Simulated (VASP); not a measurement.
Set up this calculation in VASP 6.6.1, as the native input.

```
Task                    : density of states
Functional              : PBE
Potentials or basis     : VASP PAW PBE potentials, release 64 (Si, C)
Cutoff                  : 520 eV
k mesh                  : 18 × 18 × 2
Occupations             : gaussian, width 0.1 eV
Spin                    : no spin polarisation
Dipole correction       : no
k mesh for the DOS      : 27 × 27 × 3
Occupations for the DOS : tetrahedron
Further INCAR settings  : ALGO = Normal; EDIFF = 1e-06
```

The system is Si4C.

```xyz
10
Lattice="2.8505 0.0000 0.0000 -1.4252 2.4686 0.0000 0.0000 0.0000 17.9798" Properties=species:S:1:pos:R:3 pbc="T T T"
Si    0.0000    1.6457   14.6954
Si    0.0000    1.6457    1.0489
Si    0.0000    1.6457    7.9410
Si    0.0000    1.6457   12.2743
Si    1.4252    0.8229   16.9309
Si    1.4252    0.8229    3.2844
Si    1.4252    0.8229    5.7055
Si    1.4252    0.8229   10.0388
C     0.0000    1.6457    4.4949
C     1.4252    0.8229   13.4848
```

These files were run (other wordings do the same):

POSCAR

```
Si4C
1.0
    2.8504961598      0.0000000000      0.0000000000
   -1.4252480799      2.4686020878      0.0000000000
    0.0000000000      0.0000000000     17.9797912688
Si C
8 2
Direct
    0.3333333333      0.6666666667      0.8173283369
    0.3333333333      0.6666666667      0.0583399072
    0.3333333333      0.6666666667      0.4416600928
    0.3333333333      0.6666666667      0.6826716631
    0.6666666667      0.3333333333      0.9416600928
    0.6666666667      0.3333333333      0.1826716631
    0.6666666667      0.3333333333      0.3173283369
    0.6666666667      0.3333333333      0.5583399072
    0.3333333333      0.6666666667      0.2500000000
    0.6666666667      0.3333333333      0.7500000000
```

INCAR.step1

```
SYSTEM = Si4C
ALGO     = Normal         ! electronic algorithm
EDIFF    = 1E-6           ! SCF threshold, eV
ENCUT    = 520            ! plane-wave cutoff, eV
GGA      = PE             ! functional
ISIF     = 2              ! what is computed and relaxed
ISMEAR   = 0              ! smearing method
LASPH    = .True.         ! aspherical terms in the spheres
LCHARG   = .True.         ! write CHGCAR
LREAL    = .False.        ! projectors in reciprocal space
LWAVE    = .False.        ! write WAVECAR
NBANDS   = 31             ! bands
NELM     = 60             ! most SCF steps
PREC     = Accurate       ! precision mode
SIGMA    = 0.1            ! smearing width, eV
```

KPOINTS.step1

```
k-points
0
Gamma
  18 18 2
  0 0 0
```

INCAR.step2

```
SYSTEM = Si4C
ALGO     = Normal         ! electronic algorithm
EDIFF    = 1E-6           ! SCF threshold, eV
ENCUT    = 520            ! plane-wave cutoff, eV
GGA      = PE             ! functional
ICHARG   = 11             ! starting density
ISIF     = 2              ! what is computed and relaxed
ISMEAR   = -5             ! smearing method
LASPH    = .True.         ! aspherical terms in the spheres
LCHARG   = .False.        ! write CHGCAR
LORBIT   = 10             ! projections on sites
LREAL    = .False.        ! projectors in reciprocal space
LWAVE    = .False.        ! write WAVECAR
NEDOS    = 2001           ! points of the DOS
NELM     = 60             ! most SCF steps
PREC     = Accurate       ! precision mode
SIGMA    = 0.1            ! smearing width, eV
```

KPOINTS.step2

```
k-points
0
Gamma
  27 27 3
  0 0 0
```

Potentials or basis: VASP PAW PBE potentials, release 64 (Si, C).

Launch:

```bash
$ cat potpaw_PBE.64/Si/POTCAR potpaw_PBE.64/C/POTCAR > POTCAR
$ cp INCAR.step1 INCAR
$ cp KPOINTS.step1 KPOINTS
$ mpirun -np 1 vasp_std > vasp.out
$ cp INCAR.step2 INCAR
$ cp KPOINTS.step2 KPOINTS
$ mpirun -np 1 vasp_std > vasp.out
```

Results of the run:

```json
{
 "Valence electrons inside the program's atomic spheres": "Si 1.56, 1.53; C 2.45"
}
```

Caveat: the bands computed are all filled at some k points, so no gap is given.

Run time: 6.3 min on 1 thread of AMD EPYC 9R45 96-Core Processor (Zen 5) (shared host), peak memory 0.48 GiB.
